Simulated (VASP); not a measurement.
# Yb3Fe (Pm-3m) in VASP: single point with r2SCAN

Aim: the single point of Yb3Fe with r2SCAN.

Program: VASP 6.6.1. These are calculated values, not measurements. Logs are shortened: lines on timing, memory, paths and dates and some standing lists are left out, and cuts for length are marked.

**1. The cell of the first run**

The structure is cubic, space group Pm-3m (No. 221). The conventional cell has a = 5.008 Å, b = 5.008 Å, c = 5.008 Å, α = 90.00°, β = 90.00°, γ = 90.00°. Within 4.7 Å of Yb (site symmetry 4/mmm) lie 8 Yb at 3.54 Å and 4 Fe at 3.54 Å. Within 4.7 Å of Fe (site symmetry m-3m) lie 12 Yb at 3.54 Å.

**2. Single point, r2SCAN**

Input file POSCAR:

```
Yb3Fe
1.0
    5.0076948700      0.0000000000      0.0000000000
    0.0000000000      5.0076948700      0.0000000000
    0.0000000000      0.0000000000      5.0076948700
Yb Fe
3 1
Direct
    0.0000000000      0.5000000000      0.5000000000
    0.5000000000      0.0000000000      0.5000000000
    0.5000000000      0.5000000000      0.0000000000
    0.0000000000      0.0000000000      0.0000000000
```

Input file INCAR.step1:

```
SYSTEM = Yb3Fe
PREC = Accurate
ENCUT = 520
ISMEAR = -1
SIGMA = 0.1
LREAL = .FALSE.
LASPH = .TRUE.
NELM = 100
NBANDS = 48
GGA = PE
ALGO = Normal
EDIFF = 1E-4
LWAVE = .TRUE.
LCHARG = .FALSE.
```

Input file INCAR.step2:

```
SYSTEM = Yb3Fe
PREC = Accurate
ENCUT = 520
EDIFF = 1E-6
ISMEAR = -1
SIGMA = 0.1
LREAL = .FALSE.
LASPH = .TRUE.
NELM = 100
ALGO = Normal
ISIF = 2
LWAVE = .FALSE.
LCHARG = .FALSE.
METAGGA = R2SCAN
LMIXTAU = .TRUE.
NBANDS = 48
ISTART = 1
```

Input file KPOINTS:

```
Automatic mesh
0
G
  5 5 5
  0 0 0
```

Potentials or basis: VASP PAW PBE potentials, release 64 (Yb, Fe).

Run with:

```
$ cat potpaw_PBE.64/Yb/POTCAR potpaw_PBE.64/Fe/POTCAR > POTCAR
$ cp INCAR.step1 INCAR
$ mpirun -np 1 vasp_std > vasp.out
$ cp INCAR.step2 INCAR
$ mpirun -np 1 vasp_std > vasp.out
```

OUTCAR:

```text
SYSTEM = Yb3Fe
   PREC = Accurate
   ENCUT = 520
   EDIFF = 1E-6
   ISMEAR = -1
   LREAL = .FALSE.
   LASPH = .TRUE.
   NELM = 100
   ISIF = 2
   METAGGA = R2SCAN
   ISTART = 1

 ion  position               nearest neighbor table
   1  0.000  0.500  0.500-   2 3.54   3 3.54   3 3.54   2 3.54   2 3.54   3 3.54   3 3.54   2 3.54

   2  0.500  0.000  0.500-   1 3.54   3 3.54   3 3.54   1 3.54   3 3.54   3 3.54   1 3.54   1 3.54

   3  0.500  0.500  0.000-   1 3.54   2 3.54   1 3.54   2 3.54   2 3.54   2 3.54   1 3.54   1 3.54

   4  0.000  0.000  0.000-

  LATTYP: Found a simple cubic cell.
 ALAT       =     5.0076948700

  Lattice vectors:

 A1 = (   5.0076948700,   0.0000000000,   0.0000000000)
 A2 = (   0.0000000000,   5.0076948700,   0.0000000000)
 A3 = (   0.0000000000,   0.0000000000,   5.0076948700)

Analysis of symmetry for initial positions (statically):
=====================================================================
 Subroutine PRICEL returns:
 Original cell was already a primitive cell.

 Routine SETGRP: Setting up the symmetry group for a
 simple cubic supercell.

 Subroutine GETGRP returns: Found 48 space group operations
 (whereof 48 operations were pure point group operations)
 out of a pool of 48 trial point group operations.

The static configuration has the point symmetry O_h .

Analysis of symmetry for dynamics (positions and initial velocities):
=====================================================================
 Subroutine PRICEL returns:
 Original cell was already a primitive cell.

 Routine SETGRP: Setting up the symmetry group for a
 simple cubic supercell.

 Subroutine GETGRP returns: Found 48 space group operations
 (whereof 48 operations were pure point group operations)
 out of a pool of 48 trial point group operations.

The dynamic configuration has the point symmetry O_h .

 Subroutine INISYM returns: Found 48 space group operations
 (whereof 48 operations are pure point group operations),
 and found     1 'primitive' translations

----------------------------------------------------------------------------------------

                                     Primitive cell

  volume of cell :     125.5780
[... 72 lines left out ...]
   ISPIN  =      1    spin polarized calculation?
   LNONCOLLINEAR =      F non collinear calculations
   LSORBIT =      F    spin-orbit coupling
   LASPH  =      T    aspherical Exc in radial PAW
   ENCUT  =  520.0 eV  38.22 Ry    6.18 a.u.   9.31  9.31  9.31*2*pi/ulx,y,z
   NELM   =    100;   NELMIN=  2; NELMDL=  0     # of ELM steps
   EDIFF  = 0.1E-05   stopping-criterion for ELM
   LREAL  =      F    real-space projection
   EDIFFG = 0.1E-04   stopping-criterion for IOM
   NSW    =      0    number of steps for IOM
   IBRION =     -1    ionic relax: 0-MD 1-quasi-New 2-CG
   NFREE  =      0    steps in history (QN), initial steepest desc. (CG)
   ISIF   =      2    stress and relaxation
   ISYM   =      2    0-nonsym 1-usesym 2-fastsym
   POTIM  = 0.5000    time-step for ionic-motion
   TEBEG  =    0.0;   TEEND  =   0.0 temperature during run
   PSTRESS=    0.0 pullay stress
   NELECT =      80.0000    total number of electrons
   NUPDOWN=      -1.0000    fix difference up-down
   EMIN   =  10.00;   EMAX   =-10.00  energy-range for DOS
   EFERMI =   0.00;   METHOD = LEGACY
   ISMEAR =    -1;   SIGMA  =   0.10  broadening in eV -4-tet -1-fermi 0-gaus
   EFERMI_NEDOS =   21; number of points for ismear=-14 and -15
   IALGO  =     38    algorithm
   IMIX   =      4    mixing-type and parameters
     AMIX     =   0.40;   BMIX     =  1.00
     AMIX_MAG =   1.60;   BMIX_MAG =  1.00
  volume/ion in A,a.u.               =      31.39       211.86
  Fermi-wavevector in a.u.,A,eV,Ry     =   1.408641  2.661945 26.997622  1.984269
  Thomas-Fermi vector in A             =   2.530778
   LORBIT       =      0    0 simple, 1 ext, 2 COOP (PROOUT), +10 PAW based schemes
   METAGGA = R2SCAN    functional components
   LHFCALC =     F    Hartree Fock is set to
   AEXX    =    0.0000 exact exchange contribution
   IVDW    =     0    specifies the selected vdW correction
   LEPSILON=     F    determine dielectric tensor
   LRPA    =     F    only Hartree local field effects (RPA)
 non-spin polarized calculation
  energy-cutoff  :      520.00
  volume of cell :      125.58
 maximum number of plane-waves:      3407
 NGX is ok and might be reduce to    40
   NGX = 19   NGY = 19   NGZ = 19

 number of electron      80.0000033 magnetization

 Free energy of the ion-electron system (eV)
  ---------------------------------------------------
  ext. energy  EPLUGINS =         0.00000000
  ---------------------------------------------------
  free energy    TOTEN  =      -117.78955400 eV

  energy without entropy =     -117.35204617  energy(sigma->0) =     -117.57080008

 E-fermi :   1.4317     XC(G=0): -10.3404

 val. band max:        1.3445785680   @ k =   0.4000   0.4000   0.4000
 cond. band min:       1.4395124716   @ k =   0.4000   0.4000   0.0000
 fundamental gap:      0.0949339036
 Fermi energy:         1.4316640857

 k-point     1 :       0.0000    0.0000    0.0000
  band No.  band energies     occupation
      1     -51.9727      2.00000
      2     -51.9411      2.00000
      3     -51.9411      2.00000
      4     -23.8424      2.00000
      5     -23.8424      2.00000
      6     -23.8424      2.00000
[... 499 lines left out ...]
     47       4.5604      0.00000
     48       4.5604      0.00000

------------------------ aborting loop because EDIFF is reached ----------------------------------------

  FORCE on cell =-STRESS in cart. coord.  units (eV):
  Direction    XX          YY          ZZ          XY          YZ          ZX
  --------------------------------------------------------------------------------------
  -------------------------------------------------------------------------------------
  Total       -5.2257669     -5.2257669     -5.2257669     -0.0000000     -0.0000000      0.0000000
  in kB      -66.6725463    -66.6725463    -66.6725463     -0.0000000     -0.0000000      0.0000000
  external PRESSURE =     -66.6725463 kB  Pullay stress =       0.0000000 kB

 VOLUME and BASIS-vectors are now :
 -----------------------------------------------------------------------------
  energy-cutoff  :      520.00
  volume of cell :      125.58
      direct lattice vectors                 reciprocal lattice vectors
     5.007694870  0.000000000  0.000000000     0.199692678  0.000000000  0.000000000
     0.000000000  5.007694870  0.000000000     0.000000000  0.199692678  0.000000000
     0.000000000  0.000000000  5.007694870     0.000000000  0.000000000  0.199692678

 POSITION                                       TOTAL-FORCE (eV/Angst)
 -----------------------------------------------------------------------------------
      0.00000      2.50385      2.50385         0.000000      0.000000      0.000000
      2.50385      0.00000      2.50385         0.000000      0.000000      0.000000
      2.50385      2.50385      0.00000         0.000000      0.000000      0.000000
      0.00000      0.00000      0.00000         0.000000      0.000000      0.000000
 -----------------------------------------------------------------------------------
    total drift:                               -0.000000     -0.000000     -0.000000

  FREE ENERGIE OF THE ION-ELECTRON SYSTEM (eV)
  ---------------------------------------------------
  free  energy   TOTEN  =      -117.7895539981 eV

  energy  without entropy=     -117.3520461674  energy(sigma->0) =     -117.57080008
```

OUTCAR.step1:

```text
SYSTEM = Yb3Fe
   PREC = Accurate
   ENCUT = 520
   ISMEAR = -1
   LREAL = .FALSE.
   LASPH = .TRUE.
[... 724 lines left out ...]
      2.50385      0.00000      2.50385         0.000000      0.000000      0.000000
      2.50385      2.50385      0.00000         0.000000      0.000000      0.000000
      0.00000      0.00000      0.00000         0.000000      0.000000      0.000000
 -----------------------------------------------------------------------------------
    total drift:                               -0.000000     -0.000000     -0.000000

  FREE ENERGIE OF THE ION-ELECTRON SYSTEM (eV)
  ---------------------------------------------------
  free  energy   TOTEN  =       -16.6012312376 eV

  energy  without entropy=      -16.1272392485  energy(sigma->0) =      -16.36423524
```

OSZICAR.step1:

```text
N       E                     dE             d eps       ncg     rms          rms(c)
DAV:   1     0.827685988210E+03    0.82769E+03   -0.23331E+04  1424   0.109E+04
DAV:   2     0.197292215980E+03   -0.63039E+03   -0.58388E+03  1600   0.166E+03
[... 37 lines left out ...]
DAV:  40    -0.166045227649E+02    0.18712E-02   -0.86409E-03  1808   0.131E+00    0.668E+00
DAV:  41    -0.166161156541E+02   -0.11593E-01   -0.58809E-03  1640   0.328E+00    0.369E+00
DAV:  42    -0.166021336658E+02    0.13982E-01   -0.11882E-02  1280   0.550E+00    0.302E+00
DAV:  43    -0.166009607668E+02    0.11729E-02   -0.35701E-03  1592   0.875E-01    0.279E+00
DAV:  44    -0.166011621798E+02   -0.20141E-03   -0.27002E-04   632   0.108E+00    0.233E+00
DAV:  45    -0.166012312376E+02   -0.69058E-04   -0.67868E-04  1064   0.661E-01
   1 F= -.16601231E+02 E0= -.16364235E+02  d E =-.473992E+00
```

Run time: 13 min. Hardware: 1 thread of Intel Xeon Platinum 8375C at 2.90GHz (Ice Lake), shared host; peak memory 0.3 GiB.

Results:

```yaml
Free_energy: -117.7896 eV
Pressure: -6.7 GPa
```

Caveat: the cell stands under tension; the PAW data sets were made with another functional, which shifts forces and pressure a little; spin-orbit coupling is left out, which moves the levels of the heavy elements; the run has no spin polarisation, though such a crystal can be magnetic.
